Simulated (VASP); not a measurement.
The system is Be2C.

```
C Be
1.0
     0.00000    2.16049    2.16049
     2.16049    0.00000    2.16049
     2.16049    2.16049    0.00000
C Be
1 2
Direct
  0.00000 0.00000 0.00000
  0.25000 0.25000 0.25000
  0.75000 0.75000 0.75000
```

Base run:

- Program: VASP 6.6.1
- Functional: r2SCAN
- Potentials or basis: VASP PAW PBE potentials, release 64 (C, Be)
- Cutoff: 660 eV
- k mesh: 6 × 6 × 6
- Occupations: gaussian, width 0.01 eV
- Spin: no spin polarisation

Its results: band gap on the k mesh 1.52 eV, indirect (least direct gap 4.63 eV); pressure 0.8 GPa.

After a change of settings the same cell gave: band gap on the k mesh 1.16 eV, indirect (least direct gap 4.14 eV); pressure 1.3 GPa. Which change was it?
A. functional from r2SCAN to PBE; cutoff from 660 eV to 600 eV
B. functional from r2SCAN to HSE06; cutoff from 660 eV to 520 eV
C. functional from r2SCAN to LDA; potentials or basis from VASP PAW PBE potentials, release 64 (C, Be) to VASP PAW LDA potentials, release 64 (C, Be); cutoff from 660 eV to 600 eV

A.

r2SCAN gives the wider gap, since meta-GGAs in the generalised Kohn-Sham scheme recover part of the derivative discontinuity.

Caveats: the PAW data sets were made with another functional, which shifts forces and pressure a little (some runs).
